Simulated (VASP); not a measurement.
# TaN (C2/m) in VASP: single point with PBEsol

Aim: the single point of TaN with PBEsol.

Everything below comes from runs of VASP 6.6.1. Logs are shortened: lines on timing, memory, paths and dates and some standing lists are left out, and cuts for length are marked.

## Step 1: The cell of the first run

The typed cell holds 2 atoms: a = 3.139 Å, b = 3.139 Å, c = 3.067 Å, α = 90.00°, β = 59.24°, γ = 120.00°.

## Step 2: Single point, PBEsol

Input file INCAR:

```
SYSTEM = TaN
  PREC = Accurate
  ENCUT = 700
  EDIFF = 1E-6
  ISMEAR = 0
  SIGMA = 0.1
  LREAL = .FALSE.
  LASPH = .TRUE.
  NELM = 120
  ALGO = Normal
  ISIF = 2
  LWAVE = .FALSE.
  LCHARG = .FALSE.
  GGA = PS
  ISYM = 0
  NBANDS = 16
  GGA_COMPAT = .FALSE.
```

Input file KPOINTS:

```
Automatic mesh
0
G
  12 12 14
  0 0 0
```

Input file POSCAR:

```
TaN
1.0
    3.1393031393     -0.0000000369     -0.0006334289
   -1.5696516016      2.7187163241      0.0000000000
    1.5691506159      0.9059495305      2.4746518319
Ta N
1 1
Direct
    0.0000000000      0.0000000000      0.0000000000
    0.0000000000      0.5000000000      0.5000000000
```

Potentials or basis: VASP PAW PBE potentials, release 64 (Ta_sv_GW, N).

Command:

```console
$ cat potpaw_PBE.64/Ta_sv_GW/POTCAR potpaw_PBE.64/N/POTCAR > POTCAR
$ mpirun -np 1 vasp_std > vasp.out
```

OUTCAR:

```text
SYSTEM = TaN
   PREC = Accurate
   ENCUT = 700
   EDIFF = 1E-6
   ISMEAR = 0
   LREAL = .FALSE.
   LASPH = .TRUE.
   NELM = 120
   ISIF = 2
   GGA = PS
   ISYM = 0

 ion  position               nearest neighbor table
   1  0.000  0.000  0.000-   2 2.19   2 2.19   2 2.19   2 2.19   2 2.20   2 2.20
   2  0.000  0.500  0.500-   1 2.19   1 2.19   1 2.19   1 2.19   1 2.20   1 2.20

IMPORTANT INFORMATION: All symmetrisations will be switched off!
NOSYMM: (Re-)initialisation of all symmetry stuff for point group C_1.

----------------------------------------------------------------------------------------

                                     Primitive cell

  volume of cell :      21.1244

  direct lattice vectors                    reciprocal lattice vectors
     3.139303139 -0.000000037 -0.000633429     0.318487703  0.183878961 -0.269266256
    -1.569651602  2.718716324  0.000000000    -0.000027161  0.367804967 -0.134633128
     1.569150616  0.905949531  2.474651832     0.000081522  0.000047067  0.404028327

  length of vectors
     3.139303203  3.139303203  3.067063726     0.455796233  0.391671512  0.404028338

  position of ions in fractional coordinates (direct lattice)
     0.000000000  0.000000000  0.000000000
     0.000000000  0.500000000  0.500000000

  ion indices of the primitive-cell ions
   primitive index   ion index
                 1           1
                 2           2

----------------------------------------------------------------------------------------

 KPOINTS: Automatic mesh

Automatic generation of k-mesh.
 Grid dimensions read from file:
 generate k-points for:   12   12   14

 Generating k-lattice:

  Cartesian coordinates                     Fractional coordinates (reciprocal lattice)
     0.026540642  0.015323247 -0.022438855     0.083333333  0.000000000  0.000000000
    -0.000002263  0.030650414 -0.011219427    -0.000000000  0.083333333  0.000000000
     0.000005823  0.000003362  0.028859166     0.000000000  0.000000000  0.071428571

  Length of vectors
     0.037983019  0.032639293  0.028859167

  Shift w.r.t. Gamma in fractional coordinates (k-lattice)
     0.000000000  0.000000000  0.000000000

 Subroutine IBZKPT returns following result:
 ===========================================

 Found   1012 irreducible k-points:

 Following reciprocal coordinates:
            Coordinates               Weight
[... 40 lines left out ...]
   LASPH  =      T    aspherical Exc in radial PAW
   ENCUT  =  700.0 eV  51.45 Ry    7.17 a.u.   6.77  6.77  6.62*2*pi/ulx,y,z
   NELM   =    120;   NELMIN=  2; NELMDL= -5     # of ELM steps
   EDIFF  = 0.1E-05   stopping-criterion for ELM
   LREAL  =      F    real-space projection
   EDIFFG = 0.1E-04   stopping-criterion for IOM
   NSW    =      0    number of steps for IOM
   IBRION =     -1    ionic relax: 0-MD 1-quasi-New 2-CG
   NFREE  =      0    steps in history (QN), initial steepest desc. (CG)
   ISIF   =      2    stress and relaxation
   ISYM   =      0    0-nonsym 1-usesym 2-fastsym
   POTIM  = 0.5000    time-step for ionic-motion
   TEBEG  =    0.0;   TEEND  =   0.0 temperature during run
   PSTRESS=    0.0 pullay stress
   NELECT =      18.0000    total number of electrons
   NUPDOWN=      -1.0000    fix difference up-down
   EMIN   =  10.00;   EMAX   =-10.00  energy-range for DOS
   EFERMI =   0.00;   METHOD = LEGACY
   ISMEAR =     0;   SIGMA  =   0.10  broadening in eV -4-tet -1-fermi 0-gaus
   EFERMI_NEDOS =   21; number of points for ismear=-14 and -15
   IALGO  =     38    algorithm
   IMIX   =      4    mixing-type and parameters
     AMIX     =   0.40;   BMIX     =  1.00
     AMIX_MAG =   1.60;   BMIX_MAG =  1.00
  volume/ion in A,a.u.               =      10.56        71.28
  Fermi-wavevector in a.u.,A,eV,Ry     =   1.552043  2.932937 32.774245  2.408839
  Thomas-Fermi vector in A             =   2.656476
   LORBIT       =      0    0 simple, 1 ext, 2 COOP (PROOUT), +10 PAW based schemes
   GGA     = PS    functional components
   LHFCALC =     F    Hartree Fock is set to
   AEXX    =    0.0000 exact exchange contribution
   IVDW    =     0    specifies the selected vdW correction
   LEPSILON=     F    determine dielectric tensor
   LRPA    =     F    only Hartree local field effects (RPA)
 non-spin polarized calculation
 Gauss-broadening in eV      SIGMA  =   0.10
  energy-cutoff  :      700.00
  volume of cell :       21.12
 maximum number of plane-waves:       903
   NGX = 13   NGY = 13   NGZ = 13

 number of electron      18.0000000 magnetization

 Free energy of the ion-electron system (eV)
  ---------------------------------------------------
  ext. energy  EPLUGINS =         0.00000000
  ---------------------------------------------------
  free energy    TOTEN  =       -25.75791065 eV

  energy without entropy =      -25.75353634  energy(sigma->0) =      -25.75572350

 E-fermi :  13.7344     XC(G=0): -13.9969

 val. band max:       13.7331832915   @ k =   0.0000   0.0000   0.2857
 cond. band min:      13.7355912676   @ k =   0.0000   0.0833   0.4286
 fundamental gap:      0.0024079761
 Fermi energy:        13.7343778592

 k-point     1 :       0.0000    0.0000    0.0000
  band No.  band energies     occupation
      1     -55.7505      2.00000
      2     -21.9538      2.00000
      3     -21.9521      2.00000
      4     -21.8791      2.00000
      5      -5.0985      2.00000
      6       9.8708      2.00000
[... 433 lines left out ...]
      3     -22.0721      2.00000
      4     -22.0292      2.00000
      5      -3.4276      2.00000
      6       5.2414      2.00000
[... 8 lines left out ...]
     15      26.2579      0.00000
     16      28.8613      0.00000

 [... further k-points ...]

------------------------ aborting loop because EDIFF is reached ----------------------------------------

  FORCE on cell =-STRESS in cart. coord.  units (eV):
  Direction    XX          YY          ZZ          XY          YZ          ZX
  --------------------------------------------------------------------------------------
  -------------------------------------------------------------------------------------
  Total       -0.5846608     -0.5931644     -0.0098418      0.0073649     -0.0029492     -0.0051079
  in kB      -44.3434229    -44.9883801     -0.7464486      0.5585873     -0.2236783     -0.3874086
  external PRESSURE =     -30.0260839 kB  Pullay stress =       0.0000000 kB

 VOLUME and BASIS-vectors are now :
 -----------------------------------------------------------------------------
  energy-cutoff  :      700.00
  volume of cell :       21.12
      direct lattice vectors                 reciprocal lattice vectors
     3.139303139 -0.000000037 -0.000633429     0.318487703  0.183878961 -0.269266256
    -1.569651602  2.718716324  0.000000000    -0.000027161  0.367804967 -0.134633128
     1.569150616  0.905949531  2.474651832     0.000081522  0.000047067  0.404028327

 POSITION                                       TOTAL-FORCE (eV/Angst)
 -----------------------------------------------------------------------------------
      0.00000      0.00000      0.00000        -0.000000      0.000000     -0.000000
     -0.00025      1.81233      1.23733         0.000000     -0.000000      0.000000
 -----------------------------------------------------------------------------------
    total drift:                                0.000000      0.000000      0.000000

  FREE ENERGIE OF THE ION-ELECTRON SYSTEM (eV)
  ---------------------------------------------------
  free  energy   TOTEN  =       -25.7579106502 eV

  energy  without entropy=      -25.7535363408  energy(sigma->0) =      -25.75572350
```

OSZICAR:

```text
N       E                     dE             d eps       ncg     rms          rms(c)
DAV:   1     0.118245924962E+03    0.11825E+03   -0.13084E+04 32424   0.147E+03
DAV:   2    -0.253384355128E+02   -0.14358E+03   -0.13707E+03 45160   0.358E+02
DAV:   3    -0.296934330601E+02   -0.43550E+01   -0.43368E+01 37120   0.598E+01
DAV:   4    -0.297214231108E+02   -0.27990E-01   -0.27989E-01 43896   0.545E+00
DAV:   5    -0.297221350699E+02   -0.71196E-03   -0.71196E-03 43992   0.517E-01    0.480E+01
DAV:   6    -0.259255533492E+02    0.37966E+01   -0.81784E+00 40616   0.264E+01    0.482E+01
DAV:   7    -0.258123939316E+02    0.11316E+00   -0.45887E-01 33272   0.583E+00    0.250E+01
DAV:   8    -0.257594224713E+02    0.52971E-01   -0.15709E-01 41720   0.324E+00    0.965E-01
DAV:   9    -0.257580051606E+02    0.14173E-02   -0.46162E-03 37840   0.652E-01    0.434E-01
DAV:  10    -0.257579279134E+02    0.77247E-04   -0.14596E-03 34912   0.382E-01    0.109E-01
DAV:  11    -0.257579272958E+02    0.61754E-06   -0.11793E-04 40144   0.109E-01    0.939E-02
DAV:  12    -0.257579103488E+02    0.16947E-04   -0.30794E-05 40960   0.526E-02    0.809E-03
DAV:  13    -0.257579106502E+02   -0.30141E-06   -0.25126E-06 30912   0.128E-02
   1 F= -.25757911E+02 E0= -.25755723E+02  d E =-.437431E-02
```

stdout:

```text
POSCAR found type information on POSCAR TaN
 POSCAR found :  2 types and       2 ions
 scaLAPACK will be used
 -----------------------------------------------------------------------------
|                                                                             |
|                                                                             |
|     You enforced a specific xc type in the INCAR file but a different       |
|     I HOPE YOU KNOW WHAT YOU ARE DOING!                                     |
|                                                                             |
 -----------------------------------------------------------------------------

 LDA part: xc-table for (Slater+PW92), standard interpolation
 POSCAR, INCAR and KPOINTS ok, starting setup
 FFT: planning ... GRIDC
 FFT: planning ... GRID_SOFT
 FFT: planning ... GRID
 WAVECAR not read
 entering main loop
```

Wall time 5.8 min (1 thread of Intel Xeon Platinum 8488C (Sapphire Rapids), shared host); peak memory 0.66 GiB.

What came out:

```
Free energy            : -25.7579 eV
Pressure               : -3.0 GPa
Band gap on the k mesh : zero (bands 9 and 10 overlap by 4.48 eV)
```

Levels at points of the mesh, in eV from the Fermi level:
```
           k point  band 7  band 8  band 9  band 10  band 11  band 12
(0.00, 0.00, 0.00)   -3.86   -3.67   -2.33    -2.33    -1.78     0.06
(0.50, 0.00, 0.00)   -5.53   -4.71   -4.51     2.10     3.56     3.66
(0.00, 0.50, 0.00)   -7.71   -7.36    1.59     1.63     2.51     3.85
(0.50, 0.50, 0.00)   -7.71   -7.36    1.59     1.63     2.51     3.85
(0.00, 0.00, 0.50)   -7.83   -7.83    2.15     2.16     2.19     3.69
(0.50, 0.00, 0.50)   -7.72   -7.37    1.59     1.63     2.51     3.85
(0.00, 0.50, 0.50)   -5.53   -4.71   -4.51     2.10     3.56     3.66
(0.50, 0.50, 0.50)   -5.53   -4.71   -4.51     2.10     3.56     3.66
```

Caveat: the cell stands under tension; the PAW data sets were made with another functional, which shifts forces and pressure a little; spin-orbit coupling is left out, which moves the levels of the heavy elements.
